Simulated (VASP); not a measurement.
Write the native input for VASP 6.6.1 that does the following.

- Task: single point
- Functional: PBEsol
- Potentials or basis: VASP PAW PBE potentials, release 64 (K_sv, Mg, F)
- Cutoff: 520 eV
- k mesh: 6 × 6 × 6
- Occupations: gaussian, width 0.01 eV
- Spin: no spin polarisation
- Dipole correction: no
- Further INCAR settings: ALGO = Normal; EDIFF = 1e-07; NBANDS = 24

The structure of KMgF3 (cubic perovskite) lies in POSCAR:

```
KMgF3
1.0
    3.6396925474      0.0000000000      0.0000000000
    0.0000000000      3.6396925474      0.0000000000
    0.0000000000      0.0000000000      3.6396925474
K Mg F
1 1 3
Direct
    0.5000000000      0.5000000000      0.5000000000
    0.0000000000      0.0000000000      0.0000000000
    0.5000000000      0.0000000000      0.0000000000
    0.0000000000      0.5000000000      0.0000000000
    0.0000000000      0.0000000000      0.5000000000
```

This cell differs from its parent crystal: volume scaled by 0.75.

The input as run:

INCAR

```
SYSTEM = KMgF3
PREC = Accurate ; ENCUT = 520
EDIFF = 1E-7 ; ISMEAR = 0
SIGMA = 0.01 ; LREAL = .False.
LASPH = .True. ; NELM = 60
ALGO = Normal ; ISIF = 2
LWAVE = .False. ; LCHARG = .False.
GGA = PS ; NBANDS = 24
```

KPOINTS

```
Automatic mesh
0
Gamma
  6 6 6
  0 0 0
```

Potentials or basis: VASP PAW PBE potentials, release 64 (K_sv, Mg, F).

Run with:

```sh
$ cat potpaw_PBE.64/K_sv/POTCAR potpaw_PBE.64/Mg/POTCAR potpaw_PBE.64/F/POTCAR > POTCAR
$ mpirun -np 1 vasp_std > vasp.out
```

Results of the run:

* Pressure: 37.8 GPa
* Band gap on the k mesh: 9.52 eV, indirect (least direct gap 9.79 eV)

Caveat: the PAW data sets were made with another functional, which shifts forces and pressure a little.

Wall time 13 s on 1 thread of Intel(R) Xeon(R) 6975P-C (Granite Rapids) (shared host), peak memory 0.16 GiB.
